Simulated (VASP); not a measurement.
Runs of VASP 6.6.1 on MgO. The structure is that of space group P6_3/mmc (No. 194), or close to it. The cells are those of the table. 

```csv
cell,gap on the mesh (eV),pressure (GPa),largest force (eV/Å)
"a = 3.486, b = 3.447, c = 4.178 Å, angles 90.0, 90.0, 120.4°, 4 atoms",3.51,6.3,0.16
"a = 3.486, b = 3.408, c = 4.178 Å, angles 90.0, 90.0, 120.8°, 4 atoms",3.58,(b),0.35
"a = 3.486, b = 3.625, c = 4.178 Å, angles 90.0, 90.0, 118.7°, 4 atoms",3.21,(a),0.32
"a = 3.486, b = 3.565, c = 4.178 Å, angles 90.0, 90.0, 119.3°, 4 atoms",3.31,0.3,0.22
"a = 3.486, b = 3.605, c = 4.178 Å, angles 90.0, 90.0, 118.9°, 4 atoms",3.24,-1.3,0.29
```

Alike in all rows: task single point; level PBE; potentials or basis VASP PAW PBE potentials, release 64 (Mg, O); no spin polarisation; k mesh 6 × 6 × 6; cutoff (eV) 520; smearing gaussian 0.05 eV.

Question: Estimate the missing entries.

Answer: (a) -2.1; (b) 8.7.

Caveats: the cell stands under pressure (at least some runs).

